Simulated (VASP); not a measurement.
Wanted: the native input for a VASP 6.6.1 run.

| Item | Value |
| --- | --- |
| Task | single point |
| Functional | r2SCAN |
| Potentials or basis | VASP PAW PBE potentials, release 64 (Sr_sv, O) |
| Cutoff | 520 eV |
| k mesh | 6 × 6 × 6 |
| Occupations | methfessel-paxton, width 0.001 eV |
| Spin | no spin polarisation |
| Dipole correction | no |
| Further INCAR settings | ALGO = Normal; EDIFF = 1e-07; NBANDS = 15 |

The system is SrO.

```xyz
2
Lattice="0.0000 2.5799 2.5799 2.5799 0.0000 2.5799 2.5799 2.5799 0.0000" Properties=species:S:1:pos:R:3 pbc="T T T"
Sr    2.5799    2.5799    2.5799
O     0.0000    0.0000    0.0000
```

The input as run:

POSCAR

```
SrO
1.0
    0.0000000000      2.5798927166      2.5798927166
    2.5798927166      0.0000000000      2.5798927166
    2.5798927166      2.5798927166      0.0000000000
Sr O
1 1
Direct
    0.5000000000      0.5000000000      0.5000000000
    0.0000000000      0.0000000000      0.0000000000
```

INCAR.step1

```
SYSTEM = SrO
ALGO = Normal
EDIFF = 1E-4
ENCUT = 520
GGA = PE
ISMEAR = 1
LASPH = .True.
LCHARG = .False.
LREAL = .False.
LWAVE = .True.
NBANDS = 15
NELM = 100
PREC = Accurate
SIGMA = 0.001
```

INCAR.step2

```
SYSTEM = SrO
ALGO = Normal
EDIFF = 1E-7
ENCUT = 520
ISIF = 2
ISMEAR = 1
ISTART = 1
LASPH = .True.
LCHARG = .True.
LELF = .True.
LMIXTAU = .True.
LREAL = .False.
LVHAR = .True.
LWAVE = .False.
METAGGA = R2SCAN
NBANDS = 15
NELM = 100
PREC = Accurate
SIGMA = 0.001
```

KPOINTS

```
k-points
0
Gamma
  6 6 6
  0 0 0
```

Potentials or basis: VASP PAW PBE potentials, release 64 (Sr_sv, O).

Run with:

```bash
$ cat potpaw_PBE.64/Sr_sv/POTCAR potpaw_PBE.64/O/POTCAR > POTCAR
$ cp INCAR.step1 INCAR
$ mpirun -np 1 vasp_std > vasp.out
$ cp INCAR.step2 INCAR
$ mpirun -np 1 vasp_std > vasp.out
```

It gave:

* Pressure: 0.5 GPa
* Band gap on the k mesh: 3.75 eV, indirect (least direct gap 3.84 eV)

Caveat: the PAW data sets were made with another functional, which shifts forces and pressure a little.

Wall time 34 s on 1 thread of AMD EPYC 9R45 96-Core Processor (Zen 5), on a shared host, peak memory 0.14 GiB.
